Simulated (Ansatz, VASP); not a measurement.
# Two plane-wave programs on Be

INCAR

```
PREC = Accurate ; ENCUT = 520
EDIFF = 1E-7 ; ISMEAR = -1
SIGMA = 0.1 ; LREAL = False
LASPH = True ; NELM = 100
ALGO = Normal ; ISIF = 2
LWAVE = False ; LCHARG = False
GGA = PS ; NBANDS = 7
```

File KPOINTS:

```
regular mesh
0
Gamma
  20 20 20
```

File POSCAR:

```
Be
1.0
   -1.2127089958      1.2127089958      1.2127089958
    1.2127089958     -1.2127089958      1.2127089958
    1.2127089958      1.2127089958     -1.2127089958
Be
1
Direct
    0.0000000000      0.0000000000      0.0000000000
```

Input for Ansatz:

```yaml
crystal:
  lattice:
    - [-1.2127089958, 1.2127089958, 1.2127089958]
    - [1.2127089958, -1.2127089958, 1.2127089958]
    - [1.2127089958, 1.2127089958, -1.2127089958]
  atoms:
    - { symbol: Be, position: [0.0, 0.0, 0.0] }
hamiltonian:
  xc: pbesol
  pseudopotentials:
    kind: paw
    azcp:
      Be: "pseudopotentials/Be.paw.azcp"
basis:
  ecutwfc: 420
  fft_grid_basis: typed
kpoints:
  mp_grid: { grid: [20, 20, 20], shift: [0, 0, 0] }
magnetization:
  spin_polarized: false
scf:
  occupations: { method: fermi_dirac, width: 0.1 }
  lower_state_search: "off"
output:
  stress: true
```

Alike in both runs: task single point; functional PBEsol; k mesh 20 × 20 × 20; occupations fermi-dirac, width 0.1 eV; no spin polarisation.

|  | VASP | Ansatz |
| --- | --- | --- |
| version | VASP 6.6.1 | Ansatz 0.2.0 |
| potentials or method | VASP PAW PBE potentials, release 64 (Be), cutoff 520 eV | plane waves (420 eV) with PAW, scalar-relativistic |
| valence electrons in the cell | 2 | 2 |

VASP gave:

| Quantity | Value |
| --- | --- |
| pressure (GPa) | 12.3 |

Estimate Ansatz's values.

pressure (GPa): 11.8.

VASP's potentials were made for PBE, not for PBEsol, and Ansatz warns of the same on its side. The functional is the same, so the differences come from potentials, cutoffs and numerics.
